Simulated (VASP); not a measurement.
# P (R-3m) in VASP: notebook, part 2 of 3

VASP 6.6.1. The steps go on from the part before.

## (3) Single point, PBE

The input, INCAR:

```
PREC = Accurate
ENCUT = 520
EDIFF = 1E-6
ISMEAR = -1
SIGMA = 0.08
LREAL = False
LASPH = True
NELM = 60
ALGO = Normal
ISIF = 2
LWAVE = False
LCHARG = True
GGA = PE
LELF = True
LVHAR = True
NBANDS = 12
```

The input, KPOINTS:

```
Automatic mesh
0
Gamma
  18 18 18
```

The input, POSCAR:

```
P
1.0
    1.0229976477     -0.5906279673      3.3329343908
    0.0000000000      1.1812559345      3.3329343908
   -1.0229976477     -0.5906279673      3.3329343908
P
2
Direct
    0.2500000000      0.2500000000      0.2500000000
   -0.2500000000     -0.2500000000     -0.2500000000
```

Potentials or basis: VASP PAW PBE potentials, release 64 (P).

Command:

```sh
$ cat potpaw_PBE.64/P/POTCAR > POTCAR
$ mpirun -np 1 vasp_std > vasp.out
```

OUTCAR:

```text
PREC = Accurate
   ENCUT = 520
   EDIFF = 1E-6
   ISMEAR = -1
   LREAL = False
   LASPH = True
   NELM = 60
   ISIF = 2
   GGA = PE

 ion  position               nearest neighbor table
   1  0.250  0.250  0.250-   2 2.04   2 2.04   2 2.04   2 2.04   2 2.04   2 2.04   2 2.89   2 2.89
                             2 2.89
   2  0.750  0.750  0.750-   1 2.04   1 2.04   1 2.04   1 2.04   1 2.04   1 2.04   1 2.89   1 2.89
                             1 2.89

  LATTYP: Found a trigonal (rhomboedric) cell.
 ALAT       =     3.5360737034
 COS(alpha) =     0.8326072483

  Lattice vectors:

 A1 = (   1.0229976477,  -0.5906279673,   3.3329343908)
 A2 = (   0.0000000000,   1.1812559345,   3.3329343908)
 A3 = (  -1.0229976477,  -0.5906279673,   3.3329343908)

Analysis of symmetry for initial positions (statically):
=====================================================================
 Subroutine PRICEL returns following result:

  LATTYP: Found a trigonal (rhomboedric) cell.
 ALAT       =     2.0426645579
 COS(alpha) =     0.4983680860

  Lattice vectors:

 A1 = (   1.0229976477,   0.5906279672,   1.6664671954)
 A2 = (  -1.0229976477,   0.5906279673,   1.6664671954)
 A3 = (   0.0000000000,  -1.1812559345,   1.6664671954)

   2 primitive cells build up your supercell.

 Routine SETGRP: Setting up the symmetry group for a
 trigonal (rhombohedral) supercell.

 Subroutine GETGRP returns: Found 12 space group operations
 (whereof 12 operations were pure point group operations)
 out of a pool of 12 trial point group operations.

The static configuration has the point symmetry D_3d.

Analysis of symmetry for dynamics (positions and initial velocities):
=====================================================================
 Subroutine PRICEL returns following result:

  LATTYP: Found a trigonal (rhomboedric) cell.
 ALAT       =     2.0426645579
 COS(alpha) =     0.4983680860

  Lattice vectors:

 A1 = (   1.0229976477,   0.5906279672,   1.6664671954)
 A2 = (  -1.0229976477,   0.5906279673,   1.6664671954)
 A3 = (   0.0000000000,  -1.1812559345,   1.6664671954)

   2 primitive cells build up your supercell.

 Routine SETGRP: Setting up the symmetry group for a
 trigonal (rhombohedral) supercell.

 Subroutine GETGRP returns: Found 12 space group operations
 (whereof 12 operations were pure point group operations)
 out of a pool of 12 trial point group operations.

The dynamic configuration has the point symmetry D_3d.

 Subroutine INISYM returns: Found 12 space group operations
 (whereof 12 operations are pure point group operations),
 and found     2 'primitive' translations

----------------------------------------------------------------------------------------

                                     Primitive cell

  volume of cell :       6.0414

  direct lattice vectors                    reciprocal lattice vectors
     1.022997648  0.590627967  1.666467195     0.488759677  0.282185531  0.200023939
    -1.022997648  0.590627967  1.666467195    -0.488759677  0.282185531  0.200023939
     0.000000000 -1.181255935  1.666467195    -0.000000000 -0.564371062  0.200023939

  length of vectors
     2.042664558  2.042664558  2.042664558     0.598768964  0.598768964  0.598768964

  position of ions in fractional coordinates (direct lattice)
     0.500000000  0.500000000  0.500000000

  ion indices of the primitive-cell ions
   primitive index   ion index
                 1           1

[... 33 lines left out ...]
  0.277778  0.000000  0.000000      6.000000
[... 16 lines left out ...]
 -0.277778  0.055556 -0.000000     12.000000
 -0.222222  0.055556  0.000000     12.000000
 [... further k-points ...]
   k-points           NKPTS =    580   k-points in BZ     NKDIM =    580   number of bands    NBANDS=     12
   number of dos      NEDOS =    301   number of ions     NIONS =      2
   total plane-waves  NPLWV =  21952
   dimension x,y,z NGX =    28 NGY =   28 NGZ =   28
   dimension x,y,z NGXF=    56 NGYF=   56 NGZF=   56
   ions per type =               2
   NGX,Y,Z   is equivalent  to a cutoff of  13.16, 13.16, 13.16 a.u.
   NGXF,Y,Z  is equivalent  to a cutoff of  26.33, 26.33, 26.33 a.u.
 SYSTEM =  unknown system
   PREC   = accura    normal or accurate (medium, high low for compatibility)
   ISTART =      0    job   : 0-new  1-cont  2-samecut
   ICHARG =      2    charge: 1-file 2-atom 10-const
   ISPIN  =      1    spin polarized calculation?
   LNONCOLLINEAR =      F non collinear calculations
   LSORBIT =      F    spin-orbit coupling
   LASPH  =      T    aspherical Exc in radial PAW
   ENCUT  =  520.0 eV  38.22 Ry    6.18 a.u.   6.57  6.57  6.57*2*pi/ulx,y,z
   NELM   =     60;   NELMIN=  2; NELMDL= -5     # of ELM steps
   EDIFF  = 0.1E-05   stopping-criterion for ELM
   LREAL  =      F    real-space projection
   EDIFFG = 0.1E-04   stopping-criterion for IOM
   NSW    =      0    number of steps for IOM
   IBRION =     -1    ionic relax: 0-MD 1-quasi-New 2-CG
   NFREE  =      0    steps in history (QN), initial steepest desc. (CG)
   ISIF   =      2    stress and relaxation
   ISYM   =      2    0-nonsym 1-usesym 2-fastsym
   POTIM  = 0.5000    time-step for ionic-motion
   TEBEG  =    0.0;   TEEND  =   0.0 temperature during run
   PSTRESS=    0.0 pullay stress
   NELECT =      10.0000    total number of electrons
   NUPDOWN=      -1.0000    fix difference up-down
   EMIN   =  10.00;   EMAX   =-10.00  energy-range for DOS
   EFERMI =   0.00;   METHOD = LEGACY
   ISMEAR =    -1;   SIGMA  =   0.08  broadening in eV -4-tet -1-fermi 0-gaus
   EFERMI_NEDOS =   21; number of points for ismear=-14 and -15
   IALGO  =     38    algorithm
   IMIX   =      4    mixing-type and parameters
     AMIX     =   0.40;   BMIX     =  1.00
     AMIX_MAG =   1.60;   BMIX_MAG =  1.00
  volume/ion in A,a.u.               =       6.04        40.77
  Fermi-wavevector in a.u.,A,eV,Ry     =   1.537043  2.904590 32.143769  2.362500
  Thomas-Fermi vector in A             =   2.643607
   LORBIT       =      0    0 simple, 1 ext, 2 COOP (PROOUT), +10 PAW based schemes
   GGA     = PE    functional components
   LHFCALC =     F    Hartree Fock is set to
   AEXX    =    0.0000 exact exchange contribution
   IVDW    =     0    specifies the selected vdW correction
   LEPSILON=     F    determine dielectric tensor
   LRPA    =     F    only Hartree local field effects (RPA)
 non-spin polarized calculation
  energy-cutoff  :      520.00
  volume of cell :       12.08
 maximum number of plane-waves:       337
   NGX = 13   NGY = 13   NGZ = 13

 number of electron      10.0000000 magnetization

 number of electron       9.9999999 magnetization

 Free energy of the ion-electron system (eV)
  ---------------------------------------------------
  ext. energy  EPLUGINS =         0.00000000
  ---------------------------------------------------
  free energy    TOTEN  =         2.22835955 eV

  energy without entropy =        2.23851120  energy(sigma->0) =        2.23343537

 E-fermi :  27.6194     XC(G=0): -15.6506

 val. band max:       27.5977329401   @ k =  -0.1667   0.5000   0.0556
 cond. band min:      27.6258132146   @ k =   0.4444   0.3333   0.0556
 fundamental gap:      0.0280802746
 Fermi energy:        27.6193873260

 k-point     1 :       0.0000    0.0000    0.0000
  band No.  band energies     occupation
      1      -1.5239      2.00000
      2       9.9319      2.00000
      3      11.7431      2.00000
      4      39.1003      0.00000
      5      39.1003      0.00000
      6      41.1267      0.00000
      7      41.1267      0.00000
      8      41.2768      0.00000
      9      41.4378      0.00000
     10      41.4378      0.00000
     11      46.9487      0.00000
     12      46.9670      0.00000
[... 331 lines left out ...]
 k-point    24 :      -0.2222    0.0556    0.0000
  band No.  band energies     occupation
      1       1.4078      2.00000
      2      11.9412      2.00000
      3      14.9349      2.00000
      4      24.2717      2.00000
      5      28.1059      0.00456
      6      31.9878      0.00000
      7      34.0505      0.00000
      8      39.6796      0.00000
      9      40.1587      0.00000
     10      41.7746      0.00000
     11      47.7930      0.00000
     12      50.5404      0.00000

 [... further k-points ...]
[... 5 lines left out ...]
  --------------------------------------------------------------------------------------
  -------------------------------------------------------------------------------------
  Total       33.2687654     33.2687654     33.2696500     -0.0000000     -0.0000000      0.0000000
  in kB     4411.4423661   4411.4423660   4411.5596541     -0.0000000     -0.0000000      0.0000000
  external PRESSURE =    4411.4814621 kB  Pullay stress =       0.0000000 kB

 VOLUME and BASIS-vectors are now :
 -----------------------------------------------------------------------------
  energy-cutoff  :      520.00
  volume of cell :       12.08
      direct lattice vectors                 reciprocal lattice vectors
     1.022997648 -0.590627967  3.332934391     0.488759677 -0.282185531  0.100011970
     0.000000000  1.181255934  3.332934391     0.000000000  0.564371062  0.100011970
    -1.022997648 -0.590627967  3.332934391    -0.488759677 -0.282185531  0.100011970

 POSITION                                       TOTAL-FORCE (eV/Angst)
 -----------------------------------------------------------------------------------
      0.00000     -0.00000      2.49970        -0.000000     -0.000000      0.000000
      0.00000     -0.00000      7.49910         0.000000      0.000000     -0.000000
 -----------------------------------------------------------------------------------
    total drift:                                0.000000      0.000000     -0.000000

  FREE ENERGIE OF THE ION-ELECTRON SYSTEM (eV)
  ---------------------------------------------------
  free  energy   TOTEN  =         2.2283595454 eV

  energy  without entropy=        2.2385111985  energy(sigma->0) =        2.23343537
```

OSZICAR:

```text
N       E                     dE             d eps       ncg     rms          rms(c)
DAV:   1     0.313472091596E+02    0.31347E+02   -0.54609E+03 14140   0.798E+02
DAV:   2     0.269337604176E+01   -0.28654E+02   -0.27193E+02 18620   0.143E+02
DAV:   3     0.204556336843E+01   -0.64781E+00   -0.64394E+00 17728   0.176E+01
DAV:   4     0.204468458695E+01   -0.87878E-03   -0.87871E-03 16500   0.773E-01
DAV:   5     0.204468344642E+01   -0.11405E-05   -0.11391E-05 17540   0.237E-02    0.303E+01
DAV:   6     0.216179571509E+01    0.11711E+00   -0.12610E-02 15516   0.788E-01    0.175E+01
DAV:   7     0.222821379814E+01    0.66418E-01   -0.27255E-02 15188   0.115E+00    0.161E-01
DAV:   8     0.222833250329E+01    0.11871E-03   -0.64153E-05 18580   0.700E-02    0.843E-02
DAV:   9     0.222835862220E+01    0.26119E-04   -0.12783E-05 16320   0.255E-02    0.840E-03
DAV:  10     0.222835954537E+01    0.92317E-06   -0.84970E-08 11044   0.247E-03
   1 F= 0.22283595E+01 E0= 0.22334354E+01  d E =-.101517E-01
```

Wall time 2.9 min (1 thread of AMD EPYC 7R43 (Zen 3), shared host); peak memory 0.16 GiB.

What came out:

```
Free energy            : 2.2284 eV
Pressure               : 441.1 GPa
Band gap on the k mesh : zero (bands 5 and 6 overlap by 17.08 eV)
```

Caveat: the cell stands under pressure.

(Continued in part 3 of 3.)

The gap in the log of VASP goes by the Fermi energy; the results here count the filled bands.